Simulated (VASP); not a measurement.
Write the native input for VASP 6.6.1 that does the following.

| Property | Result |
| --- | --- |
| Task | single point |
| Functional | PBEsol |
| Potentials or basis | VASP PAW PBE potentials, release 64 (Pt) |
| Cutoff | 520 eV |
| k mesh | 15 × 15 × 8 |
| Occupations | gaussian, width 0.1 eV |
| Spin | no spin polarisation |
| Dipole correction | no |
| Further INCAR settings | ALGO = Fast; EDIFF = 1e-07; NBANDS = 17 |

The structure of Pt lies in POSCAR:

```
Pt
1.0
    2.7606656158      0.0000000000      0.0000000000
   -1.3803328079      2.3908065546      0.0000000000
    0.0000000000      0.0000000000      4.7921340000
Pt
2
Direct
    0.6666666700      0.3333333300      0.7500000000
    0.4148354137      0.6666666700      0.2500000000
```

This cell differs from its parent crystal: one atom moved.

One way to write it, as run:

INCAR

```
SYSTEM = Pt
PREC = Accurate
ENCUT = 520
EDIFF = 1E-7
ISMEAR = 0
SIGMA = 0.1
LREAL = .False.
LASPH = .True.
NELM = 100
ALGO = Fast
ISIF = 2
LWAVE = .False.
LCHARG = .True.
GGA = PS
LELF = .True.
LVHAR = .True.
NBANDS = 17
```

KPOINTS

```
Automatic mesh
0
Gamma
  15 15 8
  0 0 0
```

Potentials or basis: VASP PAW PBE potentials, release 64 (Pt).

Command:

```sh
$ cat potpaw_PBE.64/Pt/POTCAR > POTCAR
$ mpirun -np 1 vasp_std > vasp.out
```

Results of the run:

* Pressure: -10.9 GPa
* Largest force: 0.134 eV/Å
* Band gap on the k mesh: zero (band 10 reaches 10.68 eV, above the bottom of band 11 at 9.48 eV)

Caveat: the cell differs from its parent crystal (one atom moved); the PAW data sets were made with another functional, which shifts forces and pressure a little; spin-orbit coupling is left out, which moves the levels of the heavy elements.

It took 110 s on 1 thread of Intel(R) Xeon(R) 6975P-C (Granite Rapids) (shared host), peak memory 0.35 GiB.
